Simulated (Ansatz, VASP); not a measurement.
One calculation of AlIn2Sb2As, two programs

```xyz
6
Lattice="2.7553 -8.0469 0.0000 2.7553 8.0469 0.0000 0.0000 0.0000 4.0515" Properties=species:S:1:pos:R:3 pbc="T T T"
Al    0.0000    0.0000    0.0000
In    1.3776   -4.0234    2.0257
In    1.3776    4.0234    2.0257
Sb    2.7553   -2.0145    0.0000
Sb    2.7553    2.0145    0.0000
As    2.7553    0.0000    2.0257
```

Change from the starting cell: species swapped into the CeB2Ru2Rh type (Cmmm, No. 65).

Alike in both runs: functional PBE; k mesh 4 × 4 × 6; occupations gaussian, width 0.1 eV; no spin polarisation.

Ansatz relaxed the structure, and its values are those at the end. VASP's run is a single point on that final structure, the one shown.

```csv
,VASP,Ansatz
version,VASP 6.6.1,Ansatz 0.2.0
potentials or method,"VASP PAW PBE potentials, release 64 (Al, In_d, Sb, As), cutoff 520 eV","scalar-relativistic, plane waves, PAW"
valence electrons in the cell,44,74
```

VASP gave:

```
gap on the k mesh at the Fermi level (eV) : none
pressure (GPa)                            : 0.1
rms of the force components (eV/Å)        : 0.004
```

Q: Estimate Ansatz's values.

A: gap on the k mesh at the Fermi level (eV): none; pressure (GPa): 0.1; rms of the force components (eV/Å): 0.003.

A gap of «none» marks a metal or a gap that the smearing closes. VASP's potentials hold 44 valence electrons a cell and Ansatz's 74, so a difference there can come from the potentials and not from the codes.

Neither program's run includes spin-orbit coupling.
